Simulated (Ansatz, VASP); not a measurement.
## Two plane-wave programs on Tl

File INCAR:

```
PREC = Accurate ; ENCUT = 600
EDIFF = 1E-7 ; ISMEAR = 0
SIGMA = 0.05 ; LREAL = F
LASPH = T ; NELM = 100
ALGO = Normal ; ISIF = 3
LWAVE = F ; LCHARG = F
GGA = PS ; IBRION = 2
NSW = 80 ; EDIFFG = -0.01
```

Contents of KPOINTS:

```
regular mesh
0
Gamma
  14 14 8
```

File POSCAR:

```
Tl
1.0
    3.4600000000      0.0000000000      0.0000000000
   -1.7300000000      2.9964478971      0.0000000000
    0.0000000000      0.0000000000      5.5325400000
Tl
2
Direct
    0.3333333333      0.6666666667      0.7500000000
    0.6666666667      0.3333333333      0.2500000000
```

Input for Ansatz:

```yaml
crystal:
  lattice:
    - [3.46, 0.0, 0.0]
    - [-1.73, 2.9964478971, 0.0]
    - [0.0, 0.0, 5.53254]
  atoms:
    - { symbol: Tl, position: [0.3333333333, 0.6666666667, 0.75] }
    - { symbol: Tl, position: [0.6666666667, 0.3333333333, 0.25] }
basis:
  ecutwfc: 420
  ecutrho_ratio: 4
kpoints:
  mp_grid: { grid: [14, 14, 8] }
hamiltonian:
  xc: pbesol
scf:
  occupations: { method: gaussian, width: 0.05 }
output:
  forces: true
  stress: true
  eigenvalues: true
relax:
  f_tol: 0.01
  max_steps: 60
  cell: { stress_tol: 0.15 }
```

Alike in both runs: task relaxation of cell and atoms; functional PBEsol; k mesh 14 × 14 × 8; occupations gaussian, width 0.05 eV; no spin polarisation.

```csv
,VASP,Ansatz
version,VASP 6.6.1,Ansatz 0.2.0
potentials or method,"VASP PAW PBE potentials, release 64 (Tl_d), cutoff 600 eV","scalar-relativistic, plane waves, PAW"
valence electrons in the cell,26,26
```

Ansatz gave:

| Property | Result |
| --- | --- |
| relaxed volume (Å³/atom) | 28.58 |
| relaxed length of the cell vector where the two differ most in proportion (Å) | 5.519 |

Question: What did VASP give for the same quantities?

Answer: Relaxed volume (Å³/atom): 28.55; relaxed length of the cell vector where the two differ most in proportion (Å): 5.513.

VASP's potentials were made for PBE, not for PBEsol.

Spin-orbit coupling is off throughout.
